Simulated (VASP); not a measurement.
Input of a VASP 6.6.1 run:

POSCAR

```
AlB3Sb4
1.0
   -2.7264409218      2.7264409218      5.4148288958
    2.7264409218     -2.7264409218      5.4148288958
    2.7264409218      2.7264409218     -5.4148288958
B Sb Al
3 4 1
Direct
    0.7500000000      0.2500000000      0.5000000000
    0.5000000000      0.5000000000      0.0000000000
    0.2500000000      0.7500000000      0.5000000000
    0.1402355735      0.5942214578      0.0000000000
    0.8597644265      0.8597644265      0.4539858843
    0.5942214578      0.1402355735      0.0000000000
    0.4057785422      0.4057785422      0.5460141157
    0.0000000000      0.0000000000      0.0000000000
```

INCAR.step1

```
SYSTEM = AlB3Sb4
  ALGO = Normal
  EDIFF = 1E-4
  ENCUT = 520
  GGA = PE
  ISMEAR = 0
  LASPH = .True.
  LCHARG = .False.
  LREAL = .False.
  LWAVE = .True.
  NBANDS = 26
  NELM = 60
  PREC = Accurate
  SIGMA = 0.01
```

Contents of INCAR.step2:

```
SYSTEM = AlB3Sb4
  ALGO = Normal
  EDIFF = 1E-6
  ENCUT = 520
  ISIF = 2
  ISMEAR = 0
  ISTART = 1
  LASPH = .True.
  LCHARG = .True.
  LELF = .True.
  LMIXTAU = .True.
  LREAL = .False.
  LVHAR = .True.
  LWAVE = .False.
  METAGGA = R2SCAN
  NBANDS = 26
  NELM = 60
  PREC = Accurate
  SIGMA = 0.01
```

KPOINTS

```
k-points
0
Gamma
  6 6 6
  0 0 0
```

Potentials or basis: VASP PAW PBE potentials, release 64 (B, Sb, Al).

Command:

```console
$ cat potpaw_PBE.64/B/POTCAR potpaw_PBE.64/Sb/POTCAR potpaw_PBE.64/Al/POTCAR > POTCAR
$ cp INCAR.step1 INCAR
$ mpirun -np 1 vasp_std > vasp.out
$ cp INCAR.step2 INCAR
$ mpirun -np 1 vasp_std > vasp.out
```

Q: Predict the largest force.

A: 0.035 eV/Å.

Q: Predict the band gap on the k mesh.

A: 0.42 eV.

Forces on the atoms (eV/Å):
```
B    0.000  0.000  0.000
B    0.000  0.000  0.000
B    0.000  0.000  0.000
Sb  -0.008  0.008 -0.033
Sb  -0.008 -0.008  0.033
Sb   0.008 -0.008 -0.033
Sb   0.008  0.008  0.033
Al   0.000  0.000  0.000
```

Caveat: semilocal functionals underestimate gaps, and a narrow one can read as zero; the PAW data sets were made with another functional, which shifts forces and pressure a little; spin-orbit coupling is left out, which moves the levels of the heavy elements. A k mesh can miss the band edges.
